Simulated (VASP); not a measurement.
# Rh (Fd-3m) in VASP: notebook, part 2 of 2

VASP 6.6.1. Earlier steps stand in the parts before.

### 3 Single point, PBE

Input file INCAR:

```
ALGO = Normal
EDIFF = 1E-7
ENCUT = 520
GGA = PE
ISIF = 2
ISMEAR = -1
LASPH = True
LCHARG = False
LREAL = False
LWAVE = False
NBANDS = 22
NELM = 60
PREC = Accurate
SIGMA = 0.1
```

Input file KPOINTS:

```
k-points
0
Gamma
  10 10 10
```

Input file POSCAR:

```
Rh
1.0
    0.0000000000      2.7585814736      2.7585814736
    2.7585814736      0.0000000000      2.7585814736
    2.7585814736      2.7585814736      0.0000000000
Rh
2
Direct
    0.1250000000      0.1250000000      0.1250000000
    0.8750000000      0.8750000000      0.8750000000
```

Potentials or basis: VASP PAW PBE potentials, release 64 (Rh_pv).

On the command line:

```bash
cat potpaw_PBE.64/Rh_pv/POTCAR > POTCAR
mpirun -np 1 vasp_std > vasp.out
```

OUTCAR:

```text
EDIFF = 1E-7
   ENCUT = 520
   GGA = PE
   ISIF = 2
   ISMEAR = -1
   LASPH = True
   LREAL = False
   NELM = 60
   PREC = Accurate

 ion  position               nearest neighbor table
   1  0.125  0.125  0.125-   2 2.39   2 2.39   2 2.39   2 2.39
   2  0.875  0.875  0.875-   1 2.39   1 2.39   1 2.39   1 2.39

  LATTYP: Found a face centered cubic cell.
 ALAT       =     5.5171629472

  Lattice vectors:

 A1 = (   0.0000000000,   2.7585814736,   2.7585814736)
[... 188 lines left out ...]
      1     -40.7513      2.00000
      2     -40.7513      2.00000
      3     -40.7513      2.00000
      4     -40.1465      2.00000
      5     -40.1465      2.00000
      6     -40.1465      2.00000
[... 589 lines left out ...]
     21      16.6158      0.00000
     22      17.7758      0.00000

 [... further k-points ...]
[... 5 lines left out ...]
  --------------------------------------------------------------------------------------
  -------------------------------------------------------------------------------------
  Total        0.0459975      0.0459975      0.0459975      0.0000000     -0.0000000      0.0000000
  in kB        1.7553231      1.7553231      1.7553231      0.0000000     -0.0000000      0.0000000
  external PRESSURE =       1.7553231 kB  Pullay stress =       0.0000000 kB

 VOLUME and BASIS-vectors are now :
 -----------------------------------------------------------------------------
  energy-cutoff  :      520.00
  volume of cell :       41.98
      direct lattice vectors                 reciprocal lattice vectors
     0.000000000  2.758581474  2.758581474    -0.181252577  0.181252577  0.181252577
     2.758581474  0.000000000  2.758581474     0.181252577 -0.181252577  0.181252577
     2.758581474  2.758581474  0.000000000     0.181252577  0.181252577 -0.181252577

 POSITION                                       TOTAL-FORCE (eV/Angst)
 -----------------------------------------------------------------------------------
      0.68965      0.68965      0.68965        -0.000000     -0.000000     -0.000000
      4.82752      4.82752      4.82752         0.000000      0.000000      0.000000
 -----------------------------------------------------------------------------------
    total drift:                               -0.000000      0.000000      0.000000

  FREE ENERGIE OF THE ION-ELECTRON SYSTEM (eV)
  ---------------------------------------------------
  free  energy   TOTEN  =       -12.3536685262 eV

  energy  without entropy=      -12.2438531891  energy(sigma->0) =      -12.29876086
```

OSZICAR:

```text
N       E                     dE             d eps       ncg     rms          rms(c)
DAV:   1     0.318843726624E+03    0.31884E+03   -0.19121E+04  2076   0.145E+03
DAV:   2    -0.652670702899E+01   -0.32537E+03   -0.31323E+03  2212   0.442E+02
DAV:   3    -0.128245619989E+02   -0.62979E+01   -0.62609E+01  2332   0.713E+01
DAV:   4    -0.128725739694E+02   -0.48012E-01   -0.48008E-01  2508   0.625E+00
DAV:   5    -0.128733378846E+02   -0.76392E-03   -0.76391E-03  2392   0.775E-01    0.968E+00
DAV:   6    -0.123744172747E+02    0.49892E+00   -0.17305E+00  2314   0.126E+01    0.412E+00
DAV:   7    -0.123592215667E+02    0.15196E-01   -0.26787E-02  2176   0.169E+00    0.237E+00
DAV:   8    -0.123535499399E+02    0.56716E-02   -0.66325E-03  2326   0.853E-01    0.730E-02
DAV:   9    -0.123536487382E+02   -0.98798E-04   -0.24316E-04  2338   0.159E-01    0.347E-02
DAV:  10    -0.123536687657E+02   -0.20027E-04   -0.18331E-05  2290   0.365E-02    0.457E-03
DAV:  11    -0.123536685579E+02    0.20778E-06   -0.79873E-07  2430   0.733E-03    0.167E-03
DAV:  12    -0.123536684484E+02    0.10949E-06   -0.15695E-07  1840   0.360E-03    0.549E-04
DAV:  13    -0.123536685262E+02   -0.77790E-07   -0.53467E-09  1214   0.681E-04
   1 F= -.12353669E+02 E0= -.12298761E+02  d E =-.109815E+00
```

stdout:

```text
POSCAR found type information on POSCAR Rh
 POSCAR found :  1 types and       2 ions
 scaLAPACK will be used
 LDA part: xc-table for (Slater+PW92), standard interpolation
 POSCAR, INCAR and KPOINTS ok, starting setup
 FFT: planning ... GRIDC
 FFT: planning ... GRID_SOFT
 FFT: planning ... GRID
 WAVECAR not read
 entering main loop
```

It took 33 s on 1 thread of Intel Xeon Platinum 8488C (Sapphire Rapids), shared host; peak memory 0.18 GiB.

Results:

| Property | Result |
| --- | --- |
| Free energy | -12.3537 eV |
| Pressure | 0.2 GPa |
| Band gap on the k mesh | zero (band 15 reaches 6.94 eV, above the bottom of band 16 at 5.77 eV) |

### 4 Single point, PBE (volume scaled by 0.88)

Input file INCAR:

```
PREC = Accurate
ENCUT = 520
EDIFF = 1E-6
ISMEAR = -1
SIGMA = 0.1
LREAL = False
LASPH = True
NELM = 80
ALGO = Normal
ISIF = 2
LWAVE = False
LCHARG = False
GGA = PE
NBANDS = 22
```

Input file KPOINTS:

```
regular mesh
0
Gamma
  11 11 11
```

Input file POSCAR:

```
Rh
1.0
    0.0000000000      2.6435044100      2.6435044100
    2.6435044100      0.0000000000      2.6435044100
    2.6435044100      2.6435044100      0.0000000000
Rh
2
Direct
    0.1250000000      0.1250000000      0.1250000000
    0.8750000000      0.8750000000      0.8750000000
```

On the command line:

```bash
cat potpaw_PBE.64/Rh_pv/POTCAR > POTCAR
mpirun -np 1 vasp_std > vasp.out
```

Run time: 26 s. Hardware: 1 thread of Intel Xeon Platinum 8488C (Sapphire Rapids), shared host; peak memory 0.17 GiB.

Results (log left out):

```yaml
Free_energy: -12.0374 eV
Pressure: 22.7 GPa
Band_gap_on_the_k_mesh: zero (band 15 reaches 8.80 eV, above the bottom of band 16 at 7.43 eV)
```

Levels at points of the mesh, in eV from the Fermi level:
```
           k point  band 12  band 13  band 14  band 15  band 16  band 17  band 18  band 19
(0.00, 0.00, 0.00)    -4.51    -1.67    -1.67    -1.67     0.51     0.51    12.91    13.27
```

### 5 The runs side by side

| cell | k mesh | gap on the mesh (eV) | pressure (GPa) |
| --- | --- | --- | --- |
| a = 3.901 Å, angles 60.0°, 2 atoms | 5 × 5 × 5 | none | 0.5 |
| a = 3.901 Å, angles 60.0°, 2 atoms | 10 × 10 × 10 | none | 0.2 |
| a = 3.738 Å, angles 60.0°, 2 atoms | 11 × 11 × 11 | none | 22.7 |

Alike in all rows: task single point; level PBE; potentials or basis VASP PAW PBE potentials, release 64 (Rh_pv); no spin polarisation; cutoff (eV) 520; smearing fermi-dirac 0.1 eV.

Caveats: some runs use coarse meshes.

Total energies depend on the potentials used, so only differences within one code and one set of settings carry meaning.
